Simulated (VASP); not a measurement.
Wanted: the native input for a VASP 6.6.1 run.

```yaml
Task: single point
Functional: PBEsol
Potentials_or_basis: VASP PAW PBE potentials, release 64 (Ga_d, C)
Cutoff: 520 eV
k_mesh: 7 × 7 × 7
Occupations: fermi-dirac, width 0.05 eV
Spin: no spin polarisation
Dipole_correction: no
Further_INCAR_settings: ALGO = Normal; EDIFF = 1e-06; NBANDS = 20
```

The structure of GaC3 lies in POSCAR:

```
GaC3
1.0
    3.2966725100      0.0000000000      0.0000000000
    0.0000000000      3.2966725100      0.0000000000
    0.0000000000      0.0000000000      3.2966725100
Ga C
1 3
Direct
    0.0000000000      0.0000000000      0.0000000000
    0.0000000000      0.5000000000      0.5000000000
    0.5000000000      0.0000000000      0.5000000000
    0.5000000000      0.5000000000      0.0000000000
```

One way to write it, as run:

INCAR

```
ALGO = Normal
EDIFF = 1E-6
ENCUT = 520
GGA = PS
ISIF = 2
ISMEAR = -1
LASPH = True
LCHARG = False
LREAL = False
LWAVE = False
NBANDS = 20
NELM = 80
PREC = Accurate
SIGMA = 0.05
```

KPOINTS

```
k-points
0
Gamma
  7 7 7
```

Potentials or basis: VASP PAW PBE potentials, release 64 (Ga_d, C).

The run is started by

```bash
$ cat potpaw_PBE.64/Ga_d/POTCAR potpaw_PBE.64/C/POTCAR > POTCAR
$ mpirun -np 1 vasp_std > vasp.out
```

Results of the run:

```
Pressure : -0.8 GPa
```

Caveat: the PAW data sets were made with another functional, which shifts forces and pressure a little.

It took 22 s on 1 thread of Intel(R) Xeon(R) Platinum 8259CL CPU @ 2.50GHz (Skylake/Cascade Lake), with other jobs on the host, peak memory 0.16 GiB.
